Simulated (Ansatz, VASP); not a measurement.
Ga: VASP beside Ansatz

```
CELL_PARAMETERS angstrom
0.00000 2.16012 2.16012
2.16012 0.00000 2.16012
2.16012 2.16012 0.00000
ATOMIC_POSITIONS crystal
Ga 0.00000 0.00000 0.00000
```

Alike in both runs: task relaxation of cell and atoms; functional PBEsol; k mesh 6 × 6 × 6; occupations gaussian, width 0.1 eV; no spin polarisation.

|  | VASP | Ansatz |
| --- | --- | --- |
| version | VASP 6.6.1 | Ansatz 0.2.0 |
| potentials or method | VASP PAW PBE potentials, release 64 (Ga_d), cutoff 500 eV | scalar-relativistic, plane waves, PAW |
| valence electrons in the cell | 13 | 13 |

|  | VASP | Ansatz | Ansatz less VASP |
| --- | --- | --- | --- |
| gap on the k mesh at the Fermi level, each at its own relaxed structure (eV) | none | none | - |
| relaxed volume (Å³/atom) | 17.28 | 17.34 | +0.061 |
| relaxed cell length with the largest relative difference (Å) | 2.902 | 2.905 | +0.0034 |

VASP's potentials were made for PBE, not for PBEsol. A gap of «none» marks a metal or a gap that the smearing closes.

The k mesh is coarse, so the values compare programs but aren't converged.
